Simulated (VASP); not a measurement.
Input of a VASP 6.6.1 run:

INCAR

```
SYSTEM = Be3Ag
PREC = Accurate
ENCUT = 520
EDIFF = 1E-7
ISMEAR = 0
SIGMA = 0.1
LREAL = .False.
LASPH = .True.
NELM = 60
ALGO = Normal
ISIF = 2
LWAVE = .False.
LCHARG = .True.
GGA = PE
LELF = .True.
LVHAR = .True.
NBANDS = 16
```

KPOINTS

```
Automatic mesh
0
Gamma
  14 14 14
  0 0 0
```

POSCAR

```
Be3Ag
1.0
    3.4871504103      0.0000000000      0.0000000000
    0.0000000000      3.4871504103      0.0000000000
    0.0000000000      0.0000000000      3.4871504103
Be Ag
3 1
Direct
    0.0000000000      0.5000000000      0.5000000000
    0.5000000000      0.0000000000      0.5000000000
    0.5000000000      0.5000000000      0.0000000000
    0.0000000000      0.0000000000      0.0000000000
```

Potentials or basis: VASP PAW PBE potentials, release 64 (Be, Ag).

Launch:

```console
$ cat potpaw_PBE.64/Be/POTCAR potpaw_PBE.64/Ag/POTCAR > POTCAR
$ mpirun -np 1 vasp_std > vasp.out
```

Predict the pressure.

-0.1 GPa.
